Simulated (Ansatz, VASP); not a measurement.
Fe in VASP and in Ansatz

```xyz
1
Lattice="0.0000 1.9155 1.9385 1.4782 0.0000 1.9385 1.4782 1.9155 0.0000" Properties=species:S:1:pos:R:3 pbc="T T T"
Fe    0.0000    0.0000    0.0000
```

Change from the starting cell: volume scaled by 0.96.

Alike in both runs: task single point; functional PBEsol; k mesh 13 × 13 × 13; occupations fermi-dirac, width 0.05 eV; collinear spin.

|  | VASP | Ansatz |
| --- | --- | --- |
| version | VASP 6.6.1 | Ansatz 0.2.0 |
| potentials or method | VASP PAW PBE potentials, release 64 (Fe), cutoff 520 eV | all-electron LAPW, scalar-relativistic |

```csv
,VASP,Ansatz,Ansatz less VASP
gap on the k mesh at the Fermi level (eV),none,none,-
pressure (GPa),-3.0,-3.1,-0.15
"traceless stress, the component that is largest in VASP (GPa)",-6.63,-6.80,-0.172
net moment per atom (μB),2.11,2.09,-0.018
size of the moment on the site where the two differ most (μB),2.10,2.14,+0.040
```

VASP's potentials were made for PBE, not for PBEsol. Site moments also hang on the region over which each program counts them. A gap of «none» marks a metal or a gap that the smearing closes. Ansatz ran all-electron here, and VASP with PAW potentials.
